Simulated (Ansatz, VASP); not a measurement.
Hf: VASP beside Ansatz

```
Hf
1.0
     3.14875    0.00000    0.00000
    -1.57437    2.72690    0.00000
     0.00000    0.00000    4.90607
Hf
2
Direct
  0.33333 0.66667 0.25000
  0.66667 0.33333 0.75000
```

Change from the starting cell: strain -0.015 along x and y, -0.030 along z, atoms carried along.

Alike in both runs: task single point; functional PBE; k mesh 18 × 18 × 10; occupations gaussian, width 0.15 eV; no spin polarisation.

```csv
,VASP,Ansatz
version,VASP 6.6.1,Ansatz 0.2.0
potentials or method,"VASP PAW PBE potentials, release 64 (Hf_pv), cutoff 520 eV","scalar-relativistic, plane waves, PAW"
valence electrons in the cell,20,52
```

Ansatz gave:

| Item | Value |
| --- | --- |
| gap on the k mesh at the Fermi level (eV) | none |
| pressure (GPa) | 8.2 |
| traceless stress, the component that is largest in VASP (GPa) | 1.71 |

Q: Which values does VASP return?

A: gap on the k mesh at the Fermi level (eV): none; pressure (GPa): 7.8; traceless stress, the component that is largest in VASP (GPa): 1.63.

A gap of «none» marks a metal or a gap that the smearing closes. With one functional, cell and mesh, what is left measures potentials, basis and numerics. VASP's potentials hold 20 valence electrons a cell and Ansatz's 52, so a difference there can come from the potentials and not from the codes.

Neither program's run includes spin-orbit coupling.
